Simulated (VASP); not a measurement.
# Pt (Fm-3m) in VASP: further runs

The runs below take Pt through single point, with PBE.

Everything below comes from runs of VASP 6.6.1. Logs are shortened: lines on timing, memory, paths and dates and some standing lists are left out, and cuts for length are marked.

## 1. The cell of the first run

The structure is cubic, space group Fm-3m (No. 225). Conventional cell: a = 3.971 Å, b = 3.971 Å, c = 3.971 Å, α = 90.00°, β = 90.00°, γ = 90.00°. Pt (site symmetry m-3m) has 12 Pt at 2.81 Å within 3.7 Å.

## 2. Single point, PBE

Contents of INCAR:

```
PREC     = Accurate       # precision mode
ENCUT    = 520            # plane-wave cutoff, eV
EDIFF    = 1E-7           # SCF threshold, eV
ISMEAR   = -1             # smearing method
SIGMA    = 0.06122561905347299 # smearing width, eV
LREAL    = F              # projectors in reciprocal space
LASPH    = T              # aspherical terms in the spheres
NELM     = 100            # most SCF steps
ALGO     = Normal         # electronic algorithm
ISIF     = 2              # what is computed and relaxed
LWAVE    = F              # write WAVECAR
LCHARG   = F              # write CHGCAR
GGA      = PE             # functional
NBANDS   = 11             # bands
```

Contents of KPOINTS:

```
Automatic mesh
0
Gamma
  24 24 24
```

Contents of POSCAR:

```
Pt
1.0
    0.0000000000      1.9855454461      1.9855454461
    1.9855454461      0.0000000000      1.9855454461
    1.9855454461      1.9855454461      0.0000000000
Pt
1
Direct
    0.0000000000      0.0000000000      0.0000000000
```

Potentials or basis: VASP PAW PBE potentials, release 64 (Pt).

The run is started by

```console
> cat potpaw_PBE.64/Pt/POTCAR > POTCAR
> mpirun -np 1 vasp_std > vasp.out
```

OUTCAR:

```text
PREC = Accurate
   ENCUT = 520
   EDIFF = 1E-7
   ISMEAR = -1
   LREAL = F
   LASPH = T
   NELM = 100
   ISIF = 2
   GGA = PE

 ion  position               nearest neighbor table
   1  0.000  0.000  0.000-

  LATTYP: Found a face centered cubic cell.
 ALAT       =     3.9710908922

  Lattice vectors:

 A1 = (   0.0000000000,   1.9855454461,   1.9855454461)
 A2 = (   1.9855454461,   0.0000000000,   1.9855454461)
 A3 = (   1.9855454461,   1.9855454461,   0.0000000000)

Analysis of symmetry for initial positions (statically):
=====================================================================
 Subroutine PRICEL returns:
 Original cell was already a primitive cell.

 Routine SETGRP: Setting up the symmetry group for a
 face centered cubic supercell.

 Subroutine GETGRP returns: Found 48 space group operations
 (whereof 48 operations were pure point group operations)
 out of a pool of 48 trial point group operations.

The static configuration has the point symmetry O_h .

Analysis of symmetry for dynamics (positions and initial velocities):
=====================================================================
 Subroutine PRICEL returns:
 Original cell was already a primitive cell.

 Routine SETGRP: Setting up the symmetry group for a
 face centered cubic supercell.

 Subroutine GETGRP returns: Found 48 space group operations
 (whereof 48 operations were pure point group operations)
 out of a pool of 48 trial point group operations.

The dynamic configuration has the point symmetry O_h .

 Subroutine INISYM returns: Found 48 space group operations
 (whereof 48 operations are pure point group operations),
 and found     1 'primitive' translations

----------------------------------------------------------------------------------------

                                     Primitive cell

  volume of cell :      15.6556

  direct lattice vectors                    reciprocal lattice vectors
     0.000000000  1.985545446  1.985545446    -0.251819973  0.251819973  0.251819973
     1.985545446  0.000000000  1.985545446     0.251819973 -0.251819973  0.251819973
     1.985545446  1.985545446  0.000000000     0.251819973  0.251819973 -0.251819973

  length of vectors
     2.807985299  2.807985299  2.807985299     0.436164987  0.436164987  0.436164987

  position of ions in fractional coordinates (direct lattice)
     0.000000000  0.000000000  0.000000000

  ion indices of the primitive-cell ions
   primitive index   ion index
                 1           1

[... 71 lines left out ...]
   EDIFF  = 0.1E-06   stopping-criterion for ELM
   LREAL  =      F    real-space projection
   EDIFFG = 0.1E-05   stopping-criterion for IOM
   NSW    =      0    number of steps for IOM
   IBRION =     -1    ionic relax: 0-MD 1-quasi-New 2-CG
   NFREE  =      0    steps in history (QN), initial steepest desc. (CG)
   ISIF   =      2    stress and relaxation
   ISYM   =      2    0-nonsym 1-usesym 2-fastsym
   POTIM  = 0.5000    time-step for ionic-motion
   TEBEG  =    0.0;   TEEND  =   0.0 temperature during run
   PSTRESS=    0.0 pullay stress
   NELECT =      10.0000    total number of electrons
   NUPDOWN=      -1.0000    fix difference up-down
   EMIN   =  10.00;   EMAX   =-10.00  energy-range for DOS
   EFERMI =   0.00;   METHOD = LEGACY
   ISMEAR =    -1;   SIGMA  =   0.06  broadening in eV -4-tet -1-fermi 0-gaus
   EFERMI_NEDOS =   21; number of points for ismear=-14 and -15
   IALGO  =     38    algorithm
   IMIX   =      4    mixing-type and parameters
     AMIX     =   0.40;   BMIX     =  1.00
     AMIX_MAG =   1.60;   BMIX_MAG =  1.00
  volume/ion in A,a.u.               =      15.66       105.65
  Fermi-wavevector in a.u.,A,eV,Ry     =   1.409889  2.664304 27.045494  1.987788
  Thomas-Fermi vector in A             =   2.531899
   LORBIT       =      0    0 simple, 1 ext, 2 COOP (PROOUT), +10 PAW based schemes
   GGA     = PE    functional components
   LHFCALC =     F    Hartree Fock is set to
   AEXX    =    0.0000 exact exchange contribution
   IVDW    =     0    specifies the selected vdW correction
   LEPSILON=     F    determine dielectric tensor
   LRPA    =     F    only Hartree local field effects (RPA)
 non-spin polarized calculation
  energy-cutoff  :      520.00
  volume of cell :       15.66
 maximum number of plane-waves:       444
 NGX is ok and might be reduce to    24
   NGX = 11   NGY = 11   NGZ = 11

 number of electron      10.0000002 magnetization

 Free energy of the ion-electron system (eV)
  ---------------------------------------------------
  ext. energy  EPLUGINS =         0.00000000
  ---------------------------------------------------
  free energy    TOTEN  =        -6.11034803 eV

  energy without entropy =       -6.08578265  energy(sigma->0) =       -6.09806534

 E-fermi :  10.5524     XC(G=0): -13.2668

 val. band max:       10.5520087320   @ k =   0.4583   0.0417   0.0000
 cond. band min:      10.5557030299   @ k =   0.5000   0.5000   0.0000
 fundamental gap:      0.0036942979
 Fermi energy:        10.5524406269

 k-point     1 :       0.0000    0.0000    0.0000
  band No.  band energies     occupation
      1       0.7580      2.00000
      2       6.9948      2.00000
      3       6.9948      2.00000
      4       6.9948      2.00000
      5       9.0206      2.00000
      6       9.0206      2.00000
      7      25.2971      0.00000
      8      30.0529      0.00000
      9      30.0529      0.00000
     10      30.0529      0.00000
     11      35.2623      0.00000
[... 309 lines left out ...]
 k-point    24 :       0.4583    0.0417    0.0000
  band No.  band energies     occupation
      1       3.6700      2.00000
      2       6.9197      2.00000
      3       7.0198      2.00000
      4       9.2619      2.00000
      5      10.5520      1.00353
      6      10.8529      0.01467
      7      16.8666      0.00000
      8      25.0741      0.00000
      9      29.2697      0.00000
     10      29.5542      0.00000
     11      37.7437      0.00000

 [... further k-points ...]
[... 5 lines left out ...]
  --------------------------------------------------------------------------------------
  -------------------------------------------------------------------------------------
  Total       -0.0564217     -0.0564217     -0.0564217     -0.0000000     -0.0000000      0.0000000
  in kB       -5.7741440     -5.7741440     -5.7741440     -0.0000000     -0.0000000      0.0000000
  external PRESSURE =      -5.7741440 kB  Pullay stress =       0.0000000 kB

 VOLUME and BASIS-vectors are now :
 -----------------------------------------------------------------------------
  energy-cutoff  :      520.00
  volume of cell :       15.66
      direct lattice vectors                 reciprocal lattice vectors
     0.000000000  1.985545446  1.985545446    -0.251819973  0.251819973  0.251819973
     1.985545446  0.000000000  1.985545446     0.251819973 -0.251819973  0.251819973
     1.985545446  1.985545446  0.000000000     0.251819973  0.251819973 -0.251819973

 POSITION                                       TOTAL-FORCE (eV/Angst)
 -----------------------------------------------------------------------------------
      0.00000      0.00000      0.00000         0.000000      0.000000      0.000000
 -----------------------------------------------------------------------------------
    total drift:                               -0.000000      0.000000     -0.000000

  FREE ENERGIE OF THE ION-ELECTRON SYSTEM (eV)
  ---------------------------------------------------
  free  energy   TOTEN  =        -6.1103480291 eV

  energy  without entropy=       -6.0857826534  energy(sigma->0) =       -6.09806534
```

Run time: 28 s. Hardware: 1 thread of Intel Xeon Platinum 8559C (Emerald Rapids), shared host; peak memory 0.2 GiB.

What came out:

| Quantity | Value |
| --- | --- |
| Free energy | -6.1103 eV |
| Pressure | -0.6 GPa |
| Band gap on the k mesh | zero (band 5 reaches 11.02 eV, above the bottom of band 6 at 8.93 eV) |

Caveat: spin-orbit coupling is left out, which moves the levels of the heavy elements.

(Part 1 of 2 ends here.)
